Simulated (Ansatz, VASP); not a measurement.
**Two plane-wave programs on Ni7Ge4**

```
Ni Ge
1.0
     3.92995    0.00000    0.00000
    -1.96497    3.40343    0.00000
     0.00000    0.00000    9.87735
Ni Ge
7 4
Cartesian
  0.0000 0.0000 3.6887
  0.0000 0.0000 8.6774
  0.0000 0.0000 1.1999
  0.0000 0.0000 6.1886
  1.9650 1.1345 4.9387
  0.0000 2.2690 2.4245
  0.0000 2.2690 7.4528
  1.9650 1.1345 2.3868
  1.9650 1.1345 7.4905
  0.0000 2.2690 0.0000
  0.0000 2.2690 4.9387
```

Alike in both runs: functional PBEsol; k mesh 12 × 12 × 4; occupations gaussian, width 0.1 eV; no spin polarisation.

Ansatz relaxed the structure, and its values are those at the end. VASP's run is a single point on that final structure, the one shown.

```csv
,VASP,Ansatz
version,VASP 6.6.1,Ansatz 0.2.0
potentials or method,"VASP PAW PBE potentials, release 64 (Ni, Ge_d), cutoff 600 eV","scalar-relativistic, plane waves, PAW"
valence electrons in the cell,126,182
```

```csv
,VASP,Ansatz,Ansatz less VASP
gap on the k mesh at the Fermi level (eV),none,none,-
pressure (GPa),0.2,0.0,-0.23
```

VASP's potentials were made for PBE, not for PBEsol. A gap of «none» marks a metal or a gap that the smearing closes. VASP's potentials hold 126 valence electrons a cell and Ansatz's 182, so a difference there can come from the potentials and not from the codes.
